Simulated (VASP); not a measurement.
# CoO in VASP: further runs

Runs on CoO. Level: PBE+U. Tasks: single point.

Program: VASP 6.6.1. These are calculated values, not measurements. Logs are shortened: lines on timing, memory, paths and dates and some standing lists are left out, and cuts for length are marked.

## 1. The cell of the first run

The structure is cubic, space group Pm-3m (No. 221). Conventional cell: a = 2.661 Å, b = 2.661 Å, c = 2.661 Å, α = 90.00°, β = 90.00°, γ = 90.00°. Within 3.0 Å of Co (site symmetry m-3m) lie 8 O at 2.30 Å and 6 Co at 2.66 Å. O (site symmetry m-3m) has 8 Co at 2.30 Å and 6 O at 2.66 Å within 3.0 Å.

## 2. Single point, PBE+U, collinear spin, antiferromagnetic start

INCAR

```
SYSTEM = CoO
PREC = Accurate
ENCUT = 520
EDIFF = 1E-6
ISMEAR = 0
SIGMA = 0.02
LREAL = .False.
LASPH = .True.
NELM = 150
ALGO = Normal
ISIF = 2
LWAVE = .False.
LCHARG = .False.
ISPIN = 2
MAGMOM = 3 -3 0 0
LORBIT = 11
LMAXMIX = 4
LDAU = .True.
LDAUTYPE = 2
LDAUL = 2 -1
LDAUU = 3.32 0
LDAUJ = 0 0
LDAUPRINT = 1
GGA = PE
NBANDS = 27
```

KPOINTS

```
regular mesh
0
Gamma
  10 10 5
  0 0 0
```

POSCAR

```
CoO
1.0
    2.6612513074      0.0000000000      0.0000000000
    0.0000000000      2.6612513074      0.0000000000
    0.0000000000      0.0000000000      5.3225026149
Co O
2 2
Direct
    0.0000000000      1.0000000000      1.0000000000
    0.0000000000      1.0000000000      0.5000000000
    0.5000000000      0.5000000000      0.2500000000
    0.5000000000      0.5000000000      0.7500000000
```

Potentials or basis: VASP PAW PBE potentials, release 64 (Co, O).

Launch:

```bash
cat potpaw_PBE.64/Co/POTCAR potpaw_PBE.64/O/POTCAR > POTCAR
mpirun -np 1 vasp_std > vasp.out
```

OUTCAR:

```text
SYSTEM = CoO
   PREC = Accurate
   ENCUT = 520
   EDIFF = 1E-6
   ISMEAR = 0
   LREAL = .False.
   LASPH = .True.
   NELM = 150
   ISIF = 2
   ISPIN = 2
   LORBIT = 11
   GGA = PE

 ion  position               nearest neighbor table
   1  0.000  0.000  0.000-   3 2.30   4 2.30   3 2.30   4 2.30   3 2.30   4 2.30   3 2.30   4 2.30
                             2 2.66   2 2.66
   2  0.000  0.000  0.500-   3 2.30   4 2.30   3 2.30   4 2.30   3 2.30   4 2.30   3 2.30   4 2.30
                             1 2.66   1 2.66
   3  0.500  0.500  0.250-   1 2.30   2 2.30   1 2.30   2 2.30   1 2.30   2 2.30   1 2.30   2 2.30

   4  0.500  0.500  0.750-   1 2.30   2 2.30   1 2.30   2 2.30   1 2.30   2 2.30   1 2.30   2 2.30

  LATTYP: Found a simple tetragonal cell.
 ALAT       =     2.6612513074
 C/A-ratio  =     2.0000000000

  Lattice vectors:

 A1 = (   2.6612513074,   0.0000000000,   0.0000000000)
 A2 = (   0.0000000000,   2.6612513074,   0.0000000000)
 A3 = (   0.0000000000,   0.0000000000,   5.3225026149)

Analysis of symmetry for initial positions (statically):
=====================================================================
 Subroutine PRICEL returns following result:

  LATTYP: Found a simple cubic cell.
 ALAT       =     2.6612513074
[... 12 lines left out ...]
 Subroutine GETGRP returns: Found 16 space group operations
 (whereof 16 operations were pure point group operations)
 out of a pool of 16 trial point group operations.

The static configuration has the point symmetry D_4h.

Analysis of symmetry for dynamics (positions and initial velocities):
=====================================================================
 Subroutine PRICEL returns following result:

  LATTYP: Found a simple cubic cell.
 ALAT       =     2.6612513074
[... 12 lines left out ...]
 Subroutine GETGRP returns: Found 16 space group operations
 (whereof 16 operations were pure point group operations)
 out of a pool of 16 trial point group operations.

The dynamic configuration has the point symmetry D_4h.

Analysis of structural, dynamic, and magnetic symmetry:
=====================================================================
 Subroutine PRICEL returns following result:

  LATTYP: Found a simple cubic cell.
 ALAT       =     2.6612513074
[... 12 lines left out ...]
 Subroutine GETGRP returns: Found 16 space group operations
 (whereof 16 operations were pure point group operations)
 out of a pool of 16 trial point group operations.

The overall configuration has the point symmetry D_4h.

 Subroutine INISYM returns: Found 16 space group operations
 (whereof 16 operations are pure point group operations),
 and found     2 'primitive' translations

----------------------------------------------------------------------------------------

                                     Primitive cell

  volume of cell :      18.8477

  direct lattice vectors                    reciprocal lattice vectors
     2.661251307  0.000000000  0.000000000     0.375763085  0.000000000  0.000000000
     0.000000000  2.661251307  0.000000000     0.000000000  0.375763085  0.000000000
     0.000000000  0.000000000  2.661251307     0.000000000  0.000000000  0.375763085

  length of vectors
     2.661251307  2.661251307  2.661251307     0.375763085  0.375763085  0.375763085

  position of ions in fractional coordinates (direct lattice)
[... 141 lines left out ...]
 -0.0000  0.0000  0.0000  0.1188 -0.0000
 -0.0000 -0.0000  0.0000 -0.0000  0.9511

 occupancies and eigenvectors

  o =  0.1188  v =  0.0000  0.0000  0.0000  0.0000  0.0000  0.0000 -0.9988 -0.0000  0.0487  0.0000      0.0000  0.0000  0.0000  0.0000  0.0000  0.0000  0.0000  0.0000  0.0000  0.0000
  o =  0.1188  v =  0.0000  0.0000  0.0000  0.0000  0.0000  0.0000  0.0487 -0.0000  0.9988 -0.0000      0.0000  0.0000  0.0000  0.0000  0.0000  0.0000  0.0000  0.0000  0.0000  0.0000
  o =  0.1242  v =  0.0000  0.0000  0.0000  0.0000  0.0000  1.0000  0.0000  0.0000  0.0000  0.0000      0.0000  0.0000  0.0000  0.0000  0.0000  0.0000  0.0000  0.0000  0.0000  0.0000
  o =  0.9481  v =  0.0000  0.0000  0.0000  0.0000  0.0000  0.0000  0.0000 -1.0000 -0.0000 -0.0000      0.0000  0.0000  0.0000  0.0000  0.0000  0.0000  0.0000  0.0000  0.0000  0.0000
  o =  0.9511  v =  0.0000  0.0000  0.0000  0.0000  0.0000  0.0000  0.0000  0.0000 -0.0000 -1.0000      0.0000  0.0000  0.0000  0.0000  0.0000  0.0000  0.0000  0.0000  0.0000  0.0000
  o =  0.9581  v =  0.0000 -0.0000  0.0000 -0.0000  1.0000  0.0000  0.0000  0.0000  0.0000  0.0000      0.0000  0.0000  0.0000  0.0000  0.0000  0.0000  0.0000  0.0000  0.0000  0.0000
  o =  0.9597  v =  0.0000 -0.0000  1.0000 -0.0000 -0.0000  0.0000  0.0000  0.0000  0.0000  0.0000      0.0000  0.0000  0.0000  0.0000  0.0000  0.0000  0.0000  0.0000  0.0000  0.0000
  o =  0.9842  v =  1.0000  0.0000  0.0000  0.0000  0.0000  0.0000  0.0000  0.0000  0.0000  0.0000      0.0000  0.0000  0.0000  0.0000  0.0000  0.0000  0.0000  0.0000  0.0000  0.0000
  o =  0.9853  v =  0.0000 -0.0261 -0.0000 -0.9997 -0.0000  0.0000  0.0000  0.0000  0.0000  0.0000      0.0000  0.0000  0.0000  0.0000  0.0000  0.0000  0.0000  0.0000  0.0000  0.0000
  o =  0.9853  v =  0.0000 -0.9997 -0.0000  0.0261 -0.0000  0.0000  0.0000  0.0000  0.0000  0.0000      0.0000  0.0000  0.0000  0.0000  0.0000  0.0000  0.0000  0.0000  0.0000  0.0000

atom =   2  type =  1  l = 2

 onsite density matrix

spin component  1

  0.1242 -0.0000  0.0000 -0.0000  0.0000
 -0.0000  0.1188 -0.0000  0.0000  0.0000
  0.0000 -0.0000  0.9481  0.0000  0.0000
 -0.0000  0.0000  0.0000  0.1188 -0.0000
  0.0000  0.0000  0.0000 -0.0000  0.9511

spin component  2

  0.9842  0.0000 -0.0000  0.0000 -0.0000
  0.0000  0.9853  0.0000 -0.0000  0.0000
 -0.0000  0.0000  0.9597 -0.0000 -0.0000
  0.0000 -0.0000 -0.0000  0.9853  0.0000
 -0.0000  0.0000 -0.0000  0.0000  0.9581

 occupancies and eigenvectors

  o =  0.1188  v =  0.0000  0.0748  0.0000  0.9972 -0.0000  0.0000  0.0000  0.0000  0.0000  0.0000      0.0000  0.0000  0.0000  0.0000  0.0000  0.0000  0.0000  0.0000  0.0000  0.0000
  o =  0.1188  v =  0.0000  0.9972  0.0000 -0.0748  0.0000  0.0000  0.0000  0.0000  0.0000  0.0000      0.0000  0.0000  0.0000  0.0000  0.0000  0.0000  0.0000  0.0000  0.0000  0.0000
  o =  0.1242  v =  1.0000  0.0000  0.0000  0.0000  0.0000  0.0000  0.0000  0.0000  0.0000  0.0000      0.0000  0.0000  0.0000  0.0000  0.0000  0.0000  0.0000  0.0000  0.0000  0.0000
  o =  0.9481  v =  0.0000  0.0000 -1.0000  0.0000  0.0000  0.0000  0.0000  0.0000  0.0000  0.0000      0.0000  0.0000  0.0000  0.0000  0.0000  0.0000  0.0000  0.0000  0.0000  0.0000
  o =  0.9511  v =  0.0000 -0.0000  0.0000  0.0000  1.0000  0.0000  0.0000  0.0000  0.0000  0.0000      0.0000  0.0000  0.0000  0.0000  0.0000  0.0000  0.0000  0.0000  0.0000  0.0000
  o =  0.9581  v =  0.0000  0.0000  0.0000  0.0000  0.0000  0.0000 -0.0000 -0.0000  0.0000  1.0000      0.0000  0.0000  0.0000  0.0000  0.0000  0.0000  0.0000  0.0000  0.0000  0.0000
  o =  0.9597  v =  0.0000  0.0000  0.0000  0.0000  0.0000  0.0000  0.0000  1.0000 -0.0000  0.0000      0.0000  0.0000  0.0000  0.0000  0.0000  0.0000  0.0000  0.0000  0.0000  0.0000
  o =  0.9842  v =  0.0000  0.0000  0.0000  0.0000  0.0000  1.0000  0.0000  0.0000  0.0000  0.0000      0.0000  0.0000  0.0000  0.0000  0.0000  0.0000  0.0000  0.0000  0.0000  0.0000
  o =  0.9853  v =  0.0000  0.0000  0.0000  0.0000  0.0000  0.0000 -1.0000  0.0000  0.0069 -0.0000      0.0000  0.0000  0.0000  0.0000  0.0000  0.0000  0.0000  0.0000  0.0000  0.0000
  o =  0.9853  v =  0.0000  0.0000  0.0000  0.0000  0.0000  0.0000  0.0069  0.0000  1.0000 -0.0000      0.0000  0.0000  0.0000  0.0000  0.0000  0.0000  0.0000  0.0000  0.0000  0.0000

 number of electron      29.9999962 magnetization      -0.0000000

 Free energy of the ion-electron system (eV)
  ---------------------------------------------------
  ext. energy  EPLUGINS =         0.00000000
  ---------------------------------------------------
  free energy    TOTEN  =       -22.78693105 eV

  energy without entropy =      -22.78693105  energy(sigma->0) =      -22.78693105

 E-fermi :   7.3182     XC(G=0): -12.6441

 val. band max:        7.1983803959   @ k =   0.5000   0.0000   0.4000
 cond. band min:       8.7100998391   @ k =   0.0000   0.0000   0.0000
 fundamental gap:      1.5117194433
 Fermi energy:         7.3182116660

 spin component 1

 k-point     1 :       0.0000    0.0000    0.0000
  band No.  band energies     occupation
      1     -11.3644      1.00000
      2     -10.1758      1.00000
      3      -0.0239      1.00000
      4       2.6565      1.00000
      5       2.6565      1.00000
      6       2.7004      1.00000
[... 1433 lines left out ...]
     26      26.4812      0.00000
     27      26.4897      0.00000

 [... further k-points ...]

------------------------ aborting loop because EDIFF is reached ----------------------------------------

  FORCE on cell =-STRESS in cart. coord.  units (eV):
  Direction    XX          YY          ZZ          XY          YZ          ZX
  --------------------------------------------------------------------------------------
  -------------------------------------------------------------------------------------
  Total       -1.6047286     -1.6047286     -1.3187035      0.0000000     -0.0000000     -0.0000000
  in kB      -68.2063023    -68.2063023    -56.0492839      0.0000000     -0.0000000     -0.0000000
  external PRESSURE =     -64.1539629 kB  Pullay stress =       0.0000000 kB

 VOLUME and BASIS-vectors are now :
 -----------------------------------------------------------------------------
  energy-cutoff  :      520.00
  volume of cell :       37.70
      direct lattice vectors                 reciprocal lattice vectors
     2.661251307  0.000000000  0.000000000     0.375763085  0.000000000  0.000000000
     0.000000000  2.661251307  0.000000000     0.000000000  0.375763085  0.000000000
     0.000000000  0.000000000  5.322502615     0.000000000  0.000000000  0.187881542

 POSITION                                       TOTAL-FORCE (eV/Angst)
 -----------------------------------------------------------------------------------
      0.00000      0.00000      0.00000         0.000000      0.000000      0.000000
      0.00000      0.00000      2.66125         0.000000      0.000000     -0.000000
      1.33063      1.33063      1.33063        -0.000000     -0.000000      0.000000
      1.33063      1.33063      3.99188        -0.000000     -0.000000     -0.000000
 -----------------------------------------------------------------------------------
    total drift:                               -0.000000      0.000000      0.000000

  FREE ENERGIE OF THE ION-ELECTRON SYSTEM (eV)
  ---------------------------------------------------
  free  energy   TOTEN  =       -22.7869310483 eV

  energy  without entropy=      -22.7869310483  energy(sigma->0) =      -22.78693105

 total charge

# of ion       s       p       d       tot
------------------------------------------
    1        0.283   0.319   7.112   7.714
    2        0.283   0.319   7.112   7.714
    3        1.573   3.367   0.000   4.940
    4        1.573   3.367   0.000   4.940
--------------------------------------------------
tot          3.711   7.372  14.225  25.307

 magnetization (x)

# of ion       s       p       d       tot
------------------------------------------
    1        0.007   0.002   2.611   2.619
    2       -0.007  -0.002  -2.611  -2.619
    3        0.000   0.000   0.000   0.000
    4        0.000   0.000   0.000   0.000
--------------------------------------------------
tot          0.000   0.000  -0.000  -0.000
```

Run time: 67 s. Hardware: 1 thread of AMD EPYC 9R45 (Zen 5), shared host; peak memory 0.19 GiB.

Results:

| Item | Value |
| --- | --- |
| Free energy | -22.7869 eV |
| Pressure | -6.4 GPa |
| Band gap on the k mesh | 1.51 eV |
| Net moment | 0.00 μB per cell |
| Site moments | Co +2.62, -2.62; O +0.00 μB |
| Valence electrons inside the program's atomic spheres | Co 7.71; O 4.94 |

Stress tensor (GPa, compression positive):
```
-6.82  0.00  0.00
 0.00 -6.82  0.00
 0.00  0.00 -5.60
```

Levels at points of the mesh, in eV from the valence-band top:
Spin up:
```csv
k point,band 13,band 14,band 15,band 16,band 17,band 18
"(0.00, 0.00, 0.00)",-1.13,-0.60,-0.60,1.51,2.71,3.12
"(0.50, 0.00, 0.00)",-0.76,-0.68,-0.31,2.40,2.73,2.85
"(0.50, 0.50, 0.00)",-1.21,-0.63,-0.31,2.92,3.07,3.07
```
Spin down:
```csv
k point,band 11,band 12,band 13,band 14,band 15,band 16,band 17,band 18,band 19,band 20
"(0.00, 0.00, 0.00)",-1.22,-1.22,-1.13,-0.60,-0.60,1.51,2.71,3.12,3.12,6.86
"(0.50, 0.00, 0.00)",-1.92,-0.81,-0.76,-0.68,-0.31,2.40,2.73,2.85,6.22,6.86
"(0.50, 0.50, 0.00)",-2.08,-2.08,-1.21,-0.63,-0.31,2.92,3.07,3.07,6.24,7.57
```

Eigenvalues of the final occupation matrices:
```tsv
site	spin	trace	eigenvalues
site 1 d	1	4.87	0.96 0.96 0.98 0.99 0.99
site 1 d	2	2.26	0.12 0.12 0.12 0.95 0.95
site 2 d	1	2.26	0.12 0.12 0.12 0.95 0.95
site 2 d	2	4.87	0.96 0.96 0.98 0.99 0.99
```

Caveat: the cell stands under tension.

## 3. Single point, PBE+U, collinear spin, antiferromagnetic start

INCAR

```
PREC = Accurate ; ENCUT = 520
EDIFF = 1E-6 ; ISMEAR = -1
SIGMA = 0.05 ; LREAL = False
LASPH = True ; NELM = 150
ALGO = Normal ; ISIF = 2
LWAVE = False ; LCHARG = False
ISPIN = 2 ; MAGMOM = 3 -3 0 0
LORBIT = 11 ; LMAXMIX = 4
LDAU = True ; LDAUTYPE = 2
LDAUL = 2 -1 ; LDAUU = 3.32 0
LDAUJ = 0 0 ; LDAUPRINT = 1
GGA = PE ; NBANDS = 27
```

KPOINTS

```
Automatic mesh
0
Gamma
  10 10 5
```

POSCAR is that of step 2.

Potentials or basis: VASP PAW PBE potentials, release 64 (Co, O).

Launch:

```bash
cat potpaw_PBE.64/Co/POTCAR potpaw_PBE.64/O/POTCAR > POTCAR
mpirun -np 1 vasp_std > vasp.out
```

Run time: 69 s. Hardware: 1 thread of AMD EPYC 9R45 (Zen 5), shared host; peak memory 0.19 GiB.

It converged, with:

- Free energy: -22.7869 eV
- Pressure: -6.4 GPa
- Band gap on the k mesh: 1.51 eV
- Net moment: 0.00 μB per cell
- Site moments: Co +2.62, -2.62; O +0.00 μB
- Valence electrons inside the program's atomic spheres: Co 7.71; O 4.94

Stress tensor (GPa, compression positive):
```
-6.82  0.00  0.00
 0.00 -6.82  0.00
 0.00  0.00 -5.61
```

Levels at points of the mesh, in eV from the valence-band top:
Spin up:
```tsv
k point	band 13	band 14	band 15	band 16	band 17	band 18
(0.00, 0.00, 0.00)	-1.13	-0.60	-0.60	1.51	2.71	3.12
(0.50, 0.00, 0.00)	-0.76	-0.68	-0.31	2.40	2.73	2.85
(0.50, 0.50, 0.00)	-1.21	-0.63	-0.31	2.92	3.07	3.07
```
Spin down:
```csv
k point,band 13,band 14,band 15,band 16,band 17,band 18
"(0.00, 0.00, 0.00)",-1.13,-0.60,-0.60,1.51,2.71,3.12
"(0.50, 0.00, 0.00)",-0.76,-0.68,-0.31,2.40,2.73,2.85
"(0.50, 0.50, 0.00)",-1.21,-0.63,-0.31,2.92,3.07,3.07
```

Eigenvalues of the final occupation matrices:
```
    site  spin  trace               eigenvalues
site 1 d     1   4.87  0.96 0.96 0.98 0.99 0.99
site 1 d     2   2.26  0.12 0.12 0.12 0.95 0.95
site 2 d     1   2.26  0.12 0.12 0.12 0.95 0.95
site 2 d     2   4.87  0.96 0.96 0.98 0.99 0.99
```

Caveat: the cell stands under tension. The state reached can hang on the start; a lower one may exist.

## 4. Single point, PBE+U, collinear spin, antiferromagnetic start

INCAR

```
SYSTEM = CoO
PREC = Accurate
ENCUT = 700
EDIFF = 1E-6
ISMEAR = 0
SIGMA = 0.02
LREAL = .False.
LASPH = .True.
NELM = 200
ALGO = Normal
ISIF = 2
LWAVE = .False.
LCHARG = .False.
ISPIN = 2
MAGMOM = 3 -3 0 0
LORBIT = 11
LMAXMIX = 4
LDAU = .True.
LDAUTYPE = 2
LDAUL = 2 -1
LDAUU = 3.32 0
LDAUJ = 0 0
LDAUPRINT = 1
GGA = PE
NBANDS = 35
GGA_COMPAT = .False.
```

KPOINTS

```
regular mesh
0
Gamma
  10 10 5
  0 0 0
```

POSCAR is that of step 3.

Potentials or basis: VASP PAW PBE potentials, release 64 (Co_sv, O).

Launch:

```bash
cat potpaw_PBE.64/Co_sv/POTCAR potpaw_PBE.64/O/POTCAR > POTCAR
mpirun -np 1 vasp_std > vasp.out
```

It took 3.8 min on 1 thread of AMD EPYC 7R13 (Zen 3), shared host; peak memory 0.28 GiB.

Results (log left out):

```yaml
Free_energy: -22.1662 eV
Pressure: -5.5 GPa
Band_gap_on_the_k_mesh: 1.45 eV
Net_moment: 0.00 μB per cell
Site_moments: Co +2.58, -2.58; O +0.00 μB
Valence_electrons_inside_the_program's_atomic_spheres: Co 14.88; O 4.94
```

Stress tensor (GPa, compression positive):
```
-5.92  0.00  0.00
 0.00 -5.92  0.00
 0.00  0.00 -4.58
```

Levels at points of the mesh, in eV from the valence-band top:
Spin up:
| k point | band 19 | band 20 | band 21 | band 22 | band 23 | band 24 | band 25 | band 26 | band 27 | band 28 |
| --- | --- | --- | --- | --- | --- | --- | --- | --- | --- | --- |
| (0.00, 0.00, 0.00) | -1.26 | -1.26 | -0.85 | -0.59 | -0.59 | 1.45 | 2.91 | 3.29 | 3.29 | 6.80 |
| (0.50, 0.00, 0.00) | -1.62 | -0.82 | -0.75 | -0.37 | -0.35 | 2.57 | 2.88 | 3.00 | 6.28 | 6.80 |
| (0.50, 0.50, 0.00) | -1.99 | -1.93 | -0.88 | -0.35 | -0.28 | 3.08 | 3.24 | 3.24 | 6.30 | 7.50 |
Spin down:
| k point | band 19 | band 20 | band 21 | band 22 | band 23 | band 24 | band 25 | band 26 | band 27 | band 28 |
| --- | --- | --- | --- | --- | --- | --- | --- | --- | --- | --- |
| (0.00, 0.00, 0.00) | -1.26 | -1.26 | -0.85 | -0.59 | -0.59 | 1.45 | 2.91 | 3.29 | 3.29 | 6.80 |
| (0.50, 0.00, 0.00) | -1.62 | -0.82 | -0.75 | -0.37 | -0.35 | 2.57 | 2.88 | 3.00 | 6.28 | 6.80 |
| (0.50, 0.50, 0.00) | -1.99 | -1.93 | -0.88 | -0.35 | -0.28 | 3.08 | 3.24 | 3.24 | 6.30 | 7.50 |

Eigenvalues of the final occupation matrices:
```tsv
site	spin	trace	eigenvalues
site 1 d	1	4.64	0.91 0.91 0.94 0.94 0.94
site 1 d	2	2.07	0.09 0.09 0.10 0.89 0.90
site 2 d	1	2.07	0.09 0.09 0.10 0.89 0.90
site 2 d	2	4.64	0.91 0.91 0.94 0.94 0.94
```

Caveat: the cell stands under tension. A k mesh can miss the band edges.

[end of part 1 of 2]
